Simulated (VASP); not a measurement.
Write the native input for VASP 6.6.1 that does the following.

| Quantity | Value |
| --- | --- |
| Task | single point |
| Functional | PBE |
| Potentials or basis | VASP PAW PBE potentials, release 64 (Sn_d, Se, S) |
| Cutoff | 520 eV |
| k mesh | 6 × 6 × 6 |
| Occupations | gaussian, width 0.02 eV |
| Spin | no spin polarisation |
| Dipole correction | no |
| Further INCAR settings | ALGO = Normal; EDIFF = 1e-06; NBANDS = 50 |

The structure of Sn4Se3S lies in POSCAR:

```
Sn4Se3S
1.0
    4.3282701625     -4.2435585697     -0.0015034399
    4.3282701625      4.2435585697     -0.0015034399
   -4.2014167650      0.0000000000      6.0665404956
Sn Se S
4 3 1
Direct
    0.0210618209      0.5008531046      0.9928991981
    0.7652618800      0.7652618800      0.5123482665
    0.5008531046      0.0210618209      0.9928991981
    0.2689998438      0.2689998438      0.5244065838
    0.7449878876      0.2503833020      0.5083842572
    0.2503833020      0.7449878876      0.5083842572
    0.9857893690      0.9857893690      0.9836738469
    0.4627972486      0.4627972486      0.9770089836
```

These files were run (other wordings do the same):

INCAR

```
SYSTEM = Sn4Se3S
PREC = Accurate
ENCUT = 520
EDIFF = 1E-6
ISMEAR = 0
SIGMA = 0.02
LREAL = .FALSE.
LASPH = .TRUE.
NELM = 100
ALGO = Normal
ISIF = 2
LWAVE = .FALSE.
LCHARG = .FALSE.
GGA = PE
NBANDS = 50
```

KPOINTS

```
regular mesh
0
G
  6 6 6
  0 0 0
```

Potentials or basis: VASP PAW PBE potentials, release 64 (Sn_d, Se, S).

The run is started by

```bash
$ cat potpaw_PBE.64/Sn_d/POTCAR potpaw_PBE.64/Se/POTCAR potpaw_PBE.64/S/POTCAR > POTCAR
$ mpirun -np 1 vasp_std > vasp.out
```

It gave:

```yaml
Pressure: 0.0 GPa
Largest_force: 0.011 eV/Å
Band_gap_on_the_k_mesh: 0.43 eV (least direct gap 0.45 eV)
```

Caveat: spin-orbit coupling is left out, which moves the levels of the heavy elements.

Run time: 17 min on 1 thread of Oxide Virtual Turin-like Processor (shared host), peak memory 0.73 GiB.
